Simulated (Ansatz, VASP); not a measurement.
One calculation of CdSe, two programs

INCAR

```
SYSTEM = CdSe
PREC = Accurate ; ENCUT = 520
EDIFF = 1E-7 ; ISMEAR = -1
SIGMA = 0.03 ; LREAL = .False.
LASPH = .True. ; NELM = 80
ALGO = Normal ; ISIF = 2
LWAVE = .False. ; LCHARG = .False.
GGA = PE ; NBANDS = 16
```

Contents of KPOINTS:

```
regular mesh
0
Gamma
  8 8 8
  0 0 0
```

POSCAR

```
CdSe
1.0
    0.0000000000      3.0600026564      3.0600026564
    3.0600026564      0.0000000000      3.0600026564
    3.0600026564      3.0600026564      0.0000000000
Cd Se
1 1
Direct
    0.0000000000      0.0000000000      0.0000000000
    0.2500000000      0.2500000000      0.2500000000
```

Input for Ansatz:

```yaml
crystal:
  lattice:
    - [0.0, 3.0600026564, 3.0600026564]
    - [3.0600026564, 0.0, 3.0600026564]
    - [3.0600026564, 3.0600026564, 0.0]
  atoms:
    - { symbol: Cd, position: [0.0, 0.0, 0.0] }
    - { symbol: Se, position: [0.25, 0.25, 0.25] }
kpoints:
  mp_grid: { grid: [8, 8, 8] }
  band_path:
    path:
      - [0.0, 0.0, 0.0]
      - [-0.5, -0.5, 0.0]
      - [-0.375, -0.375, 0.25]
      - [-0.375, 0.0, 0.375]
      - [0.0, 0.0, 0.0]
      - [0.0, 0.0, 0.5]
      - [-0.5, -0.25, 0.25]
      - [-0.5, -0.5, 0.0]
    npoints: 5
scf:
  occupations: { method: fermi_dirac, width: 0.03 }
hamiltonian:
  xc: pbe
  pseudopotentials: { kind: all_electron, lapw: { basis_error: 0.001 } }
output:
  forces: true
  stress: true
  eigenvalues: true
```

Change from the starting cell: volume scaled by 0.99.

Alike in both runs: task single point; functional PBE; k mesh 8 × 8 × 8; occupations fermi-dirac, width 0.03 eV; no spin polarisation.

|  | VASP | Ansatz |
| --- | --- | --- |
| version | VASP 6.6.1 | Ansatz 0.2.0 |
| potentials or method | VASP PAW PBE potentials, release 64 (Cd, Se), cutoff 520 eV | all-electron LAPW, scalar-relativistic |

|  | VASP | Ansatz | Ansatz less VASP |
| --- | --- | --- | --- |
| pressure (GPa) | 2.1 | 1.8 | -0.27 |

Ansatz ran all-electron here, and VASP with PAW potentials.
